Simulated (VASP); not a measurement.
# GaSb3 in VASP: notebook

GaSb3 is run at these levels: LDA; tasks: single point.

Program: VASP 6.6.1. These are calculated values, not measurements. Logs are shortened: lines on timing, memory, paths and dates and some standing lists are left out, and cuts for length are marked.

### 1 The cell of the first run

The structure is tetragonal, space group I4/mmm (No. 139). The conventional cell has a = 5.122 Å, b = 5.122 Å, c = 6.447 Å, α = 90.00°, β = 90.00°, γ = 90.00°. Within 4.0 Å of Ga (site symmetry 4/mmm) lie 14 Sb at 3.03 to 3.62 Å. Sb (site symmetry -4m2) has 4 Ga at 3.03 Å and 10 Sb at 3.03 to 3.62 Å within 4.0 Å. Within 4.0 Å of Sb (site symmetry 4/mmm) lie 8 Sb at 3.03 Å and 6 Ga at 3.22 to 3.62 Å.

### 2 Single point, LDA (engineering shear strain xz +0.0000, normal strain along z -0.1100)

The input, INCAR:

```
PREC = Accurate ; ENCUT = 520
EDIFF = 1E-6 ; ISMEAR = 0
SIGMA = 0.15 ; LREAL = F
LASPH = T ; NELM = 80
ALGO = Normal ; ISIF = 2
LWAVE = F ; LCHARG = F
NBANDS = 22
```

The input, KPOINTS:

```
regular mesh
0
Gamma
  10 10 10
```

The input, POSCAR:

```
GaSb3
1.0
    0.0000000000      3.6220011279      3.2235810038
    3.6220011279      0.0000000000      3.2235810038
    3.6220011279      3.6220011279      0.0000000000
Ga Sb
1 3
Direct
    0.0000000000      0.0000000000      0.0000000000
    0.2500000000      0.2500000000      0.2500000000
    0.7500000000      0.7500000000      0.7500000000
    0.5000000000      0.5000000000      0.5000000000
```

Potentials or basis: VASP PAW LDA potentials, release 64 (Ga_d, Sb).

On the command line:

```console
$ cat potpaw_LDA.64/Ga_d/POTCAR potpaw_LDA.64/Sb/POTCAR > POTCAR
$ mpirun -np 1 vasp_std > vasp.out
```

OUTCAR:

```text
PREC = Accurate
   ENCUT = 520
   EDIFF = 1E-6
   ISMEAR = 0
   LREAL = F
   LASPH = T
   NELM = 80
   ISIF = 2

 ion  position               nearest neighbor table
   1  0.000  0.000  0.000-   2 3.03   3 3.03   3 3.03   3 3.03   3 3.03   2 3.03   2 3.03   2 3.03
                             4 3.22   4 3.22
   2  0.250  0.250  0.250-   1 3.03   4 3.03   1 3.03   1 3.03   1 3.03   4 3.03   4 3.03   4 3.03
                             3 3.22   3 3.22   3 3.62   3 3.62   3 3.62   3 3.62
   3  0.750  0.750  0.750-   1 3.03   4 3.03   4 3.03   4 3.03   4 3.03   1 3.03   1 3.03   1 3.03
                             2 3.22   2 3.22   2 3.62   2 3.62   2 3.62   2 3.62
   4  0.500  0.500  0.500-   2 3.03   3 3.03   2 3.03   2 3.03   2 3.03   3 3.03   3 3.03   3 3.03
                             1 3.22   1 3.22

  LATTYP: Found a body centered tetragonal cell.
 ALAT       =     5.1222831180
 C/A-ratio  =     1.2586500705

  Lattice vectors:

 A1 = (   0.0000000000,  -3.6220011279,  -3.2235810038)
 A2 = (   0.0000000000,   3.6220011279,  -3.2235810038)
 A3 = (   3.6220011279,   0.0000000000,   3.2235810038)

Analysis of symmetry for initial positions (statically):
=====================================================================
 Subroutine PRICEL returns:
 Original cell was already a primitive cell.

 Routine SETGRP: Setting up the symmetry group for a
 body centered tetragonal supercell.

 Subroutine GETGRP returns: Found 16 space group operations
 (whereof 16 operations were pure point group operations)
 out of a pool of 16 trial point group operations.

The static configuration has the point symmetry D_4h.

Analysis of symmetry for dynamics (positions and initial velocities):
=====================================================================
 Subroutine PRICEL returns:
 Original cell was already a primitive cell.

 Routine SETGRP: Setting up the symmetry group for a
 body centered tetragonal supercell.

 Subroutine GETGRP returns: Found 16 space group operations
 (whereof 16 operations were pure point group operations)
 out of a pool of 16 trial point group operations.

The dynamic configuration has the point symmetry D_4h.

 Subroutine INISYM returns: Found 16 space group operations
 (whereof 16 operations are pure point group operations),
 and found     1 'primitive' translations

----------------------------------------------------------------------------------------

                                     Primitive cell

[... 88 lines left out ...]
   ISPIN  =      1    spin polarized calculation?
   LNONCOLLINEAR =      F non collinear calculations
   LSORBIT =      F    spin-orbit coupling
   LASPH  =      T    aspherical Exc in radial PAW
   ENCUT  =  520.0 eV  38.22 Ry    6.18 a.u.   9.02  9.02  9.52*2*pi/ulx,y,z
   NELM   =     80;   NELMIN=  2; NELMDL= -5     # of ELM steps
   EDIFF  = 0.1E-05   stopping-criterion for ELM
   LREAL  =      F    real-space projection
   EDIFFG = 0.1E-04   stopping-criterion for IOM
   NSW    =      0    number of steps for IOM
   IBRION =     -1    ionic relax: 0-MD 1-quasi-New 2-CG
   NFREE  =      0    steps in history (QN), initial steepest desc. (CG)
   ISIF   =      2    stress and relaxation
   ISYM   =      2    0-nonsym 1-usesym 2-fastsym
   POTIM  = 0.5000    time-step for ionic-motion
   TEBEG  =    0.0;   TEEND  =   0.0 temperature during run
   PSTRESS=    0.0 pullay stress
   NELECT =      28.0000    total number of electrons
   NUPDOWN=      -1.0000    fix difference up-down
   EMIN   =  10.00;   EMAX   =-10.00  energy-range for DOS
   EFERMI =   0.00;   METHOD = LEGACY
   ISMEAR =     0;   SIGMA  =   0.15  broadening in eV -4-tet -1-fermi 0-gaus
   EFERMI_NEDOS =   21; number of points for ismear=-14 and -15
   IALGO  =     38    algorithm
   IMIX   =      4    mixing-type and parameters
     AMIX     =   0.40;   BMIX     =  1.00
     AMIX_MAG =   1.60;   BMIX_MAG =  1.00
  volume/ion in A,a.u.               =      21.14       142.69
  Fermi-wavevector in a.u.,A,eV,Ry     =   1.132502  2.140118 17.450295  1.282560
  Thomas-Fermi vector in A             =   2.269203
   LORBIT       =      0    0 simple, 1 ext, 2 COOP (PROOUT), +10 PAW based schemes
   GGA     = CA    functional components
   LHFCALC =     F    Hartree Fock is set to
   AEXX    =    0.0000 exact exchange contribution
   IVDW    =     0    specifies the selected vdW correction
   LEPSILON=     F    determine dielectric tensor
   LRPA    =     F    only Hartree local field effects (RPA)
 non-spin polarized calculation
 Gauss-broadening in eV      SIGMA  =   0.15
  energy-cutoff  :      520.00
  volume of cell :       84.58
 maximum number of plane-waves:      2314
   NGX = 19   NGY = 19   NGZ = 19

 number of electron      27.9999998 magnetization

 Free energy of the ion-electron system (eV)
  ---------------------------------------------------
  ext. energy  EPLUGINS =         0.00000000
  ---------------------------------------------------
  free energy    TOTEN  =       -16.93734354 eV

  energy without entropy =      -16.91768512  energy(sigma->0) =      -16.92751433

 E-fermi :  10.0663     XC(G=0): -11.2902

 val. band max:       10.0229632909   @ k =   0.5000  -0.0000   0.0000
 cond. band min:      10.0783094277   @ k =  -0.3000   0.2000   0.1000
 fundamental gap:      0.0553461368
 Fermi energy:        10.0662625977

 k-point     1 :       0.0000    0.0000    0.0000
  band No.  band energies     occupation
      1      -4.9998      2.00000
      2      -4.9998      2.00000
      3      -4.9887      2.00000
      4      -4.9860      2.00000
      5      -4.9605      2.00000
      6      -4.1303      2.00000
[... 589 lines left out ...]
     21      14.7255      0.00000
     22      15.0998      0.00000

 [... further k-points ...]
[... 5 lines left out ...]
  --------------------------------------------------------------------------------------
  -------------------------------------------------------------------------------------
  Total        5.5701572      5.5701572      6.9827554      0.0000000     -0.0000000      0.0000000
  in kB      105.5145349    105.5145349    132.2731415      0.0000000     -0.0000000      0.0000000
  external PRESSURE =     114.4340704 kB  Pullay stress =       0.0000000 kB

 VOLUME and BASIS-vectors are now :
 -----------------------------------------------------------------------------
  energy-cutoff  :      520.00
  volume of cell :       84.58
      direct lattice vectors                 reciprocal lattice vectors
     0.000000000  3.622001128  3.223581004    -0.138045236  0.138045236  0.155107007
     3.622001128  0.000000000  3.223581004     0.138045236 -0.138045236  0.155107007
     3.622001128  3.622001128  0.000000000     0.138045236  0.138045236 -0.155107007

 POSITION                                       TOTAL-FORCE (eV/Angst)
 -----------------------------------------------------------------------------------
      0.00000      0.00000      0.00000        -0.000000     -0.000000      0.000000
      1.81100      1.81100      1.61179         0.000000      0.000000      0.000000
      5.43300      5.43300      4.83537        -0.000000     -0.000000     -0.000000
      3.62200      3.62200      3.22358        -0.000000     -0.000000      0.000000
 -----------------------------------------------------------------------------------
    total drift:                               -0.000000      0.000000      0.000000

  FREE ENERGIE OF THE ION-ELECTRON SYSTEM (eV)
  ---------------------------------------------------
  free  energy   TOTEN  =       -16.9373435382 eV

  energy  without entropy=      -16.9176851176  energy(sigma->0) =      -16.92751433
```

stdout:

```text
POSCAR found type information on POSCAR GaSb
 POSCAR found :  2 types and       4 ions
 scaLAPACK will be used
 LDA part: xc-table for (Slater(with rela. corr.)+CA(PZ))
 , standard interpolation
 POSCAR, INCAR and KPOINTS ok, starting setup
 FFT: planning ... GRIDC
 FFT: planning ... GRID_SOFT
 FFT: planning ... GRID
 WAVECAR not read
 entering main loop
```

It took 91 s on 1 thread of Intel Xeon 6975P-C (Granite Rapids), shared host; peak memory 0.31 GiB.

What came out:

```yaml
Free_energy: -16.9373 eV
Pressure: 11.4 GPa
Band_gap_on_the_k_mesh: zero (band 14 reaches 12.08 eV, above the bottom of band 15 at 7.30 eV)
```

Caveat: the cell differs from its parent crystal (engineering shear strain xz +0.0000, normal strain along z -0.1100); spin-orbit coupling is left out, which moves the levels of the heavy elements.

### 3 Single point, LDA (engineering shear strain xz +0.0000, normal strain along z -0.0733)

The input, INCAR:

```
PREC = Accurate
ENCUT = 520
EDIFF = 1E-6
ISMEAR = 0
SIGMA = 0.15
LREAL = False
LASPH = True
NELM = 80
ALGO = Normal
ISIF = 2
LWAVE = False
LCHARG = False
NBANDS = 22
```

KPOINTS is that of step 2.

Changes to POSCAR since step 2:

```diff
@@ -2,4 +2,4 @@
 1.0
-    0.0000000000      3.6220011279      3.2235810038
-    3.6220011279      0.0000000000      3.2235810038
+    0.0000000000      3.6220011279      3.3565084452
+    3.6220011279      0.0000000000      3.3565084452
     3.6220011279      3.6220011279      0.0000000000
```

Potentials or basis: VASP PAW LDA potentials, release 64 (Ga_d, Sb).

On the command line:

```console
$ cat potpaw_LDA.64/Ga_d/POTCAR potpaw_LDA.64/Sb/POTCAR > POTCAR
$ mpirun -np 1 vasp_std > vasp.out
```

OUTCAR:

```text
PREC = Accurate
   ENCUT = 520
   EDIFF = 1E-6
   ISMEAR = 0
   LREAL = False
   LASPH = True
   NELM = 80
   ISIF = 2

 ion  position               nearest neighbor table
   1  0.000  0.000  0.000-   2 3.06   3 3.06   3 3.06   3 3.06   3 3.06   2 3.06   2 3.06   2 3.06

   2  0.250  0.250  0.250-   1 3.06   4 3.06   1 3.06   1 3.06   1 3.06   4 3.06   4 3.06   4 3.06
                             3 3.36   3 3.36   3 3.62   3 3.62   3 3.62   3 3.62
   3  0.750  0.750  0.750-   1 3.06   4 3.06   4 3.06   4 3.06   4 3.06   1 3.06   1 3.06   1 3.06
                             2 3.36   2 3.36   2 3.62   2 3.62   2 3.62   2 3.62
   4  0.500  0.500  0.500-   2 3.06   3 3.06   2 3.06   2 3.06   2 3.06   3 3.06   3 3.06   3 3.06

  LATTYP: Found a body centered tetragonal cell.
 ALAT       =     5.1222831180
 C/A-ratio  =     1.3105517082

  Lattice vectors:

 A1 = (   0.0000000000,  -3.6220011279,  -3.3565084452)
 A2 = (   0.0000000000,   3.6220011279,  -3.3565084452)
 A3 = (   3.6220011279,   0.0000000000,   3.3565084452)

Analysis of symmetry for initial positions (statically):
[... 173 lines left out ...]
  ---------------------------------------------------
  free energy    TOTEN  =       -17.16162676 eV

  energy without entropy =      -17.14047477  energy(sigma->0) =      -17.15105076

 E-fermi :   9.4191     XC(G=0): -11.1055

 val. band max:        9.4166269391   @ k =   0.5000   0.0000   0.3000
 cond. band min:       9.4208688329   @ k =   0.5000   0.1000   0.4000
 fundamental gap:      0.0042418939
 Fermi energy:         9.4190749366

 k-point     1 :       0.0000    0.0000    0.0000
  band No.  band energies     occupation
      1      -5.5380      2.00000
      2      -5.5380      2.00000
      3      -5.5305      2.00000
      4      -5.5215      2.00000
      5      -5.5062      2.00000
      6      -4.3384      2.00000
[... 589 lines left out ...]
     21      14.1083      0.00000
     22      14.2628      0.00000

 [... further k-points ...]
[... 5 lines left out ...]
  --------------------------------------------------------------------------------------
  -------------------------------------------------------------------------------------
  Total        3.3950193      3.3950193      4.2062035      0.0000000      0.0000000      0.0000000
  in kB       61.7643581     61.7643581     76.5219381      0.0000000      0.0000000      0.0000000
  external PRESSURE =      66.6835514 kB  Pullay stress =       0.0000000 kB

 VOLUME and BASIS-vectors are now :
 -----------------------------------------------------------------------------
  energy-cutoff  :      520.00
  volume of cell :       88.07
      direct lattice vectors                 reciprocal lattice vectors
     0.000000000  3.622001128  3.356508445    -0.138045236  0.138045236  0.148964321
     3.622001128  0.000000000  3.356508445     0.138045236 -0.138045236  0.148964321
     3.622001128  3.622001128  0.000000000     0.138045236  0.138045236 -0.148964321

 POSITION                                       TOTAL-FORCE (eV/Angst)
 -----------------------------------------------------------------------------------
      0.00000      0.00000      0.00000        -0.000000      0.000000     -0.000000
      1.81100      1.81100      1.67825         0.000000      0.000000     -0.000000
      5.43300      5.43300      5.03476         0.000000     -0.000000      0.000000
      3.62200      3.62200      3.35651        -0.000000      0.000000     -0.000000
 -----------------------------------------------------------------------------------
    total drift:                               -0.000000      0.000000      0.000000

  FREE ENERGIE OF THE ION-ELECTRON SYSTEM (eV)
  ---------------------------------------------------
  free  energy   TOTEN  =       -17.1616267628 eV

  energy  without entropy=      -17.1404747655  energy(sigma->0) =      -17.15105076
```

OSZICAR:

```text
N       E                     dE             d eps       ncg     rms          rms(c)
DAV:   1     0.170571820305E+03    0.17057E+03   -0.11653E+04  4668   0.140E+03
DAV:   2    -0.431947551914E+00   -0.17100E+03   -0.16456E+03  5030   0.341E+02
DAV:   3    -0.167334591079E+02   -0.16302E+02   -0.15792E+02  5474   0.856E+01
DAV:   4    -0.172021425003E+02   -0.46868E+00   -0.46582E+00  5032   0.152E+01
DAV:   5    -0.172135738901E+02   -0.11431E-01   -0.11427E-01  5594   0.244E+00    0.446E+00
DAV:   6    -0.171774173188E+02    0.36157E-01   -0.35658E-02  5756   0.208E+00    0.252E+00
DAV:   7    -0.171621069637E+02    0.15310E-01   -0.20693E-02  5778   0.112E+00    0.158E-01
DAV:   8    -0.171616441203E+02    0.46284E-03   -0.21474E-03  5522   0.465E-01    0.611E-02
DAV:   9    -0.171616321083E+02    0.12012E-04   -0.15349E-04  5592   0.829E-02    0.165E-02
DAV:  10    -0.171616267390E+02    0.53693E-05   -0.13123E-05  5334   0.381E-02    0.760E-03
DAV:  11    -0.171616267628E+02   -0.23846E-07   -0.86202E-07  3522   0.695E-03
   1 F= -.17161627E+02 E0= -.17151051E+02  d E =-.211520E-01
```

Run time: 2.6 min. Hardware: 1 thread of Intel Xeon 6975P-C (Granite Rapids), shared host; peak memory 0.32 GiB.

What came out:

| Property | Result |
| --- | --- |
| Free energy | -17.1616 eV |
| Pressure | 6.7 GPa |
| Band gap on the k mesh | zero (band 14 reaches 11.50 eV, above the bottom of band 15 at 6.75 eV) |

Caveat: the cell differs from its parent crystal (engineering shear strain xz +0.0000, normal strain along z -0.0733); spin-orbit coupling is left out, which moves the levels of the heavy elements.

### 4 Single point, LDA (engineering shear strain xz +0.0000, normal strain along z -0.0367)

The input, INCAR:

```
SYSTEM = GaSb3
  PREC = Accurate
  ENCUT = 520
  EDIFF = 1E-6
  ISMEAR = 0
  SIGMA = 0.15
  LREAL = .FALSE.
  LASPH = .TRUE.
  NELM = 80
  ALGO = Normal
  ISIF = 2
  LWAVE = .FALSE.
  LCHARG = .FALSE.
  NBANDS = 22
```

The input, KPOINTS:

```
Automatic mesh
0
G
  10 10 10
  0 0 0
```

Changes to POSCAR since step 3:

```diff
@@ -2,4 +2,4 @@
 1.0
-    0.0000000000      3.6220011279      3.3565084452
-    3.6220011279      0.0000000000      3.3565084452
+    0.0000000000      3.6220011279      3.4890736865
+    3.6220011279      0.0000000000      3.4890736865
     3.6220011279      3.6220011279      0.0000000000
```

On the command line:

```console
$ cat potpaw_LDA.64/Ga_d/POTCAR potpaw_LDA.64/Sb/POTCAR > POTCAR
$ mpirun -np 1 vasp_std > vasp.out
```

Wall time 2.8 min (1 thread of Intel Xeon 6975P-C (Granite Rapids), shared host); peak memory 0.33 GiB.

It converged, with:

```
Free energy            : -17.2905 eV
Pressure               : 3.0 GPa
Band gap on the k mesh : zero (band 14 reaches 10.65 eV, above the bottom of band 15 at 6.21 eV)
```

Stress tensor (GPa, compression positive):
```
2.57 0.00 0.00
0.00 2.57 0.00
0.00 0.00 4.00
```

Levels at points of the mesh, in eV from the Fermi level:
```tsv
k point	band 12	band 13	band 14	band 15	band 16	band 17
(0.00, 0.00, 0.00)	-2.74	-2.74	-2.70	-2.65	-1.01	-1.01
(0.50, 0.00, 0.00)	-3.06	-2.90	-0.10	0.26	2.11	2.48
(0.50, 0.50, 0.00)	0.92	1.17	1.17	1.17	2.04	2.04
(0.50, 0.00, 0.50)	0.96	1.16	1.58	1.67	1.80	2.27
```

Caveat: the cell differs from its parent crystal (engineering shear strain xz +0.0000, normal strain along z -0.0367); spin-orbit coupling is left out, which moves the levels of the heavy elements.

### 5 Single point, LDA (engineering shear strain xz -0.0267, normal strain along z -0.1100)

The input, INCAR:

```
PREC = Accurate
ENCUT = 520
EDIFF = 1E-6
ISMEAR = 0
SIGMA = 0.15
LREAL = F
LASPH = T
NELM = 100
ALGO = Normal
ISIF = 2
LWAVE = F
LCHARG = T
LELF = T
LVHAR = T
NBANDS = 22
```

The input, KPOINTS:

```
Automatic mesh
0
Gamma
  10 10 10
```

The input, POSCAR:

```
GaSb3
1.0
   -0.0483537151      3.6220011279      3.2235810038
    3.5736474128      0.0000000000      3.1752272888
    3.6220011279      3.6220011279     -0.0483537151
Ga Sb
1 3
Direct
    0.0000000000      0.0000000000      0.0000000000
    0.2500000000      0.2500000000      0.2500000000
    0.7500000000      0.7500000000      0.7500000000
    0.5000000000      0.5000000000      0.5000000000
```

On the command line:

```console
$ cat potpaw_LDA.64/Ga_d/POTCAR potpaw_LDA.64/Sb/POTCAR > POTCAR
$ mpirun -np 1 vasp_std > vasp.out
```

Run time: 5 min. Hardware: 1 thread of Intel Xeon 6975P-C, shared host; peak memory 0.56 GiB.

It converged, with:

* Free energy: -16.9262 eV
* Pressure: 11.5 GPa
* Largest force: 0.119 eV/Å
* Band gap on the k mesh: zero (band 14 reaches 12.03 eV, above the bottom of band 15 at 7.38 eV)

Forces on the atoms (eV/Å):
```
Ga   0.000  0.000  0.000
Sb   0.000 -0.119  0.000
Sb   0.000  0.119  0.000
Sb   0.000  0.000  0.000
```

Stress tensor (GPa, compression positive):
```
10.63  0.00  1.28
 0.00 10.77  0.00
 1.28  0.00 13.14
```

Levels at points of the mesh, in eV from the Fermi level:
```tsv
k point	band 12	band 13	band 14	band 15	band 16	band 17
(0.00, 0.00, 0.00)	-3.12	-2.99	-2.91	-2.68	-1.50	-1.49
(0.50, 0.00, 0.00)	-3.60	-2.88	0.04	0.39	1.76	2.53
(0.00, 0.50, 0.00)	-3.68	-3.01	-0.15	0.24	1.90	2.65
(0.50, 0.50, 0.00)	0.60	0.62	1.04	1.17	1.88	1.92
(0.50, 0.00, 0.50)	0.28	1.10	1.23	1.73	2.14	2.84
(0.00, 0.50, 0.50)	0.28	1.09	1.22	1.71	2.13	2.82
```

Caveat: the cell differs from its parent crystal (engineering shear strain xz -0.0267, normal strain along z -0.1100); spin-orbit coupling is left out, which moves the levels of the heavy elements.

### 6 Summary

| cell | gap on the mesh (eV) | pressure (GPa) |
| --- | --- | --- |
| a = 4.849, b = 4.849, c = 5.122 Å, angles 58.1, 58.1, 63.8°, 4 atoms | none | 11.4 |
| a = 4.938, b = 4.938, c = 5.122 Å, angles 58.8, 58.8, 62.5°, 4 atoms | none | 6.7 |
| a = 5.029, b = 5.029, c = 5.122 Å, angles 59.4, 59.4, 61.2°, 4 atoms | none | 3.0 |
| a = 4.849, b = 4.780, c = 5.123 Å, angles 58.5, 59.0, 64.3°, 4 atoms | none | 11.5 |

Alike in all rows: task single point; level LDA; potentials or basis VASP PAW LDA potentials, release 64 (Ga_d, Sb); no spin polarisation; k mesh 10 × 10 × 10; cutoff (eV) 520; smearing gaussian 0.15 eV.

Caveats: spin-orbit coupling is left out, which moves the levels of the heavy elements.

Total energies depend on the potentials used, so only differences within one code and one set of settings carry meaning.
